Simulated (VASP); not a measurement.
# MoH3 (Pm-3m) in VASP: single point with PBEsol

Aim: the single point of MoH3 with PBEsol.

Program: VASP 6.6.1. These are calculated values, not measurements. Logs are shortened: lines on timing, memory, paths and dates and some standing lists are left out, and cuts for length are marked.

**1. The cell of the first run**

It takes space group Pm-3m (No. 221, cubic). Conventional cell: a = 3.016 Å, b = 3.016 Å, c = 3.016 Å, α = 90.00°, β = 90.00°, γ = 90.00°. Within 2.8 Å of Mo (site symmetry m-3m) lie 12 H at 2.13 Å. Within 2.8 Å of H (site symmetry 4/mmm) lie 4 Mo at 2.13 Å and 8 H at 2.13 Å.

**2. Single point, PBEsol (Zr replaced by Mo, lengths x 0.953, strained)**

INCAR reads:

```
PREC = Accurate
ENCUT = 520
EDIFF = 1E-6
ISMEAR = 0
SIGMA = 0.1
LREAL = F
LASPH = T
NELM = 80
ALGO = Normal
ISIF = 2
LWAVE = F
LCHARG = F
GGA = PS
NBANDS = 16
```

KPOINTS reads:

```
Automatic mesh
0
Gamma
  14 14 14
```

POSCAR reads:

```
MoH3
1.0
    3.0162761105      0.0000000000      0.0000000000
    0.0000000000      3.0162761105      0.0000000000
    0.0000000000      0.0000000000      3.0162761105
Mo H
1 3
Direct
    0.0000000000      0.0000000000      0.0000000000
    0.0000000000      0.5000000000      0.5000000000
    0.5000000000      0.0000000000      0.5000000000
    0.5000000000      0.5000000000      0.0000000000
```

Potentials or basis: VASP PAW PBE potentials, release 64 (Mo_sv, H).

Run with:

```
> cat potpaw_PBE.64/Mo_sv/POTCAR potpaw_PBE.64/H/POTCAR > POTCAR
> mpirun -np 1 vasp_std > vasp.out
```

OUTCAR:

```text
PREC = Accurate
   ENCUT = 520
   EDIFF = 1E-6
   ISMEAR = 0
   LREAL = F
   LASPH = T
   NELM = 80
   ISIF = 2
   GGA = PS

 ion  position               nearest neighbor table
   1  0.000  0.000  0.000-   2 2.13   3 2.13   4 2.13   2 2.13   3 2.13   2 2.13   4 2.13   2 2.13
                             3 2.13   4 2.13   3 2.13   4 2.13
   2  0.000  0.500  0.500-   1 2.13   1 2.13   1 2.13   1 2.13
   3  0.500  0.000  0.500-   1 2.13   1 2.13   1 2.13   1 2.13
   4  0.500  0.500  0.000-   1 2.13   1 2.13   1 2.13   1 2.13

  LATTYP: Found a simple cubic cell.
 ALAT       =     3.0162761105

  Lattice vectors:

 A1 = (   3.0162761105,   0.0000000000,   0.0000000000)
 A2 = (   0.0000000000,   3.0162761105,   0.0000000000)
 A3 = (   0.0000000000,   0.0000000000,   3.0162761105)

Analysis of symmetry for initial positions (statically):
=====================================================================
 Subroutine PRICEL returns:
 Original cell was already a primitive cell.

 Routine SETGRP: Setting up the symmetry group for a
 simple cubic supercell.

 Subroutine GETGRP returns: Found 48 space group operations
 (whereof 48 operations were pure point group operations)
 out of a pool of 48 trial point group operations.

The static configuration has the point symmetry O_h .

Analysis of symmetry for dynamics (positions and initial velocities):
=====================================================================
 Subroutine PRICEL returns:
 Original cell was already a primitive cell.

 Routine SETGRP: Setting up the symmetry group for a
 simple cubic supercell.

 Subroutine GETGRP returns: Found 48 space group operations
 (whereof 48 operations were pure point group operations)
 out of a pool of 48 trial point group operations.

The dynamic configuration has the point symmetry O_h .

 Subroutine INISYM returns: Found 48 space group operations
 (whereof 48 operations are pure point group operations),
 and found     1 'primitive' translations

----------------------------------------------------------------------------------------

                                     Primitive cell

  volume of cell :      27.4418

  direct lattice vectors                    reciprocal lattice vectors
     3.016276111  0.000000000  0.000000000     0.331534635  0.000000000  0.000000000
     0.000000000  3.016276111  0.000000000     0.000000000  0.331534635  0.000000000
[... 87 lines left out ...]
   ENCUT  =  520.0 eV  38.22 Ry    6.18 a.u.   5.61  5.61  5.61*2*pi/ulx,y,z
   NELM   =     80;   NELMIN=  2; NELMDL= -5     # of ELM steps
   EDIFF  = 0.1E-05   stopping-criterion for ELM
   LREAL  =      F    real-space projection
   EDIFFG = 0.1E-04   stopping-criterion for IOM
   NSW    =      0    number of steps for IOM
   IBRION =     -1    ionic relax: 0-MD 1-quasi-New 2-CG
   NFREE  =      0    steps in history (QN), initial steepest desc. (CG)
   ISIF   =      2    stress and relaxation
   ISYM   =      2    0-nonsym 1-usesym 2-fastsym
   POTIM  = 0.5000    time-step for ionic-motion
   TEBEG  =    0.0;   TEEND  =   0.0 temperature during run
   PSTRESS=    0.0 pullay stress
   NELECT =      17.0000    total number of electrons
   NUPDOWN=      -1.0000    fix difference up-down
   EMIN   =  10.00;   EMAX   =-10.00  energy-range for DOS
   EFERMI =   0.00;   METHOD = LEGACY
   ISMEAR =     0;   SIGMA  =   0.10  broadening in eV -4-tet -1-fermi 0-gaus
   EFERMI_NEDOS =   21; number of points for ismear=-14 and -15
   IALGO  =     38    algorithm
   IMIX   =      4    mixing-type and parameters
     AMIX     =   0.40;   BMIX     =  1.00
     AMIX_MAG =   1.60;   BMIX_MAG =  1.00
  volume/ion in A,a.u.               =       6.86        46.30
  Fermi-wavevector in a.u.,A,eV,Ry     =   1.395576  2.637256 26.499133  1.947631
  Thomas-Fermi vector in A             =   2.519014
   LORBIT       =      0    0 simple, 1 ext, 2 COOP (PROOUT), +10 PAW based schemes
   GGA     = PS    functional components
   LHFCALC =     F    Hartree Fock is set to
   AEXX    =    0.0000 exact exchange contribution
   IVDW    =     0    specifies the selected vdW correction
   LEPSILON=     F    determine dielectric tensor
   LRPA    =     F    only Hartree local field effects (RPA)
 non-spin polarized calculation
 Gauss-broadening in eV      SIGMA  =   0.10
  energy-cutoff  :      520.00
  volume of cell :       27.44
 maximum number of plane-waves:       756
 NGX is ok and might be reduce to    24
   NGX = 11   NGY = 11   NGZ = 11

 number of electron      17.0000008 magnetization

 Free energy of the ion-electron system (eV)
  ---------------------------------------------------
  ext. energy  EPLUGINS =         0.00000000
  ---------------------------------------------------
  free energy    TOTEN  =       -20.49411019 eV

  energy without entropy =      -20.47734542  energy(sigma->0) =      -20.48572780

 E-fermi :   7.6256     XC(G=0): -11.9936

 val. band max:        7.6208602043   @ k =   0.3571   0.3571   0.0714
 cond. band min:       7.6305720898   @ k =   0.2857   0.0714   0.0000
 fundamental gap:      0.0097118854
 Fermi energy:         7.6256497065

 k-point     1 :       0.0000    0.0000    0.0000
  band No.  band energies     occupation
      1     -53.5792      2.00000
      2     -27.4825      2.00000
      3     -27.4825      2.00000
      4     -27.4825      2.00000
      5      -3.3332      2.00000
      6       2.8225      2.00000
[... 433 lines left out ...]
      3     -27.6126      2.00000
      4     -27.4390      2.00000
      5      -0.5710      2.00000
      6       2.4453      2.00000
[... 8 lines left out ...]
     15      21.3690      0.00000
     16      22.3068      0.00000

 [... further k-points ...]
[... 5 lines left out ...]
  --------------------------------------------------------------------------------------
  -------------------------------------------------------------------------------------
  Total       -3.8048643     -3.8048643     -3.8048643      0.0000000     -0.0000000      0.0000000
  in kB     -222.1449628   -222.1449628   -222.1449628      0.0000000     -0.0000000      0.0000000
  external PRESSURE =    -222.1449628 kB  Pullay stress =       0.0000000 kB

 VOLUME and BASIS-vectors are now :
 -----------------------------------------------------------------------------
  energy-cutoff  :      520.00
  volume of cell :       27.44
      direct lattice vectors                 reciprocal lattice vectors
     3.016276111  0.000000000  0.000000000     0.331534635  0.000000000  0.000000000
     0.000000000  3.016276111  0.000000000     0.000000000  0.331534635  0.000000000
     0.000000000  0.000000000  3.016276111     0.000000000  0.000000000  0.331534635

 POSITION                                       TOTAL-FORCE (eV/Angst)
 -----------------------------------------------------------------------------------
      0.00000      0.00000      0.00000         0.000000      0.000000      0.000000
      0.00000      1.50814      1.50814         0.000000      0.000000      0.000000
      1.50814      0.00000      1.50814         0.000000      0.000000      0.000000
      1.50814      1.50814      0.00000         0.000000      0.000000      0.000000
 -----------------------------------------------------------------------------------
    total drift:                                0.000000      0.000000      0.000000

  FREE ENERGIE OF THE ION-ELECTRON SYSTEM (eV)
  ---------------------------------------------------
  free  energy   TOTEN  =       -20.4941101898 eV

  energy  without entropy=      -20.4773454154  energy(sigma->0) =      -20.48572780
```

Wall time 24 s (1 thread of Intel Xeon Platinum 8259CL at 2.50GHz (Skylake/Cascade Lake), shared host); peak memory 0.17 GiB.

What came out:

- Free energy: -20.4941 eV
- Pressure: -22.2 GPa

Caveat: the cell differs from its parent crystal (Zr replaced by Mo, lengths x 0.953, strained); the PAW data sets were made with another functional, which shifts forces and pressure a little.
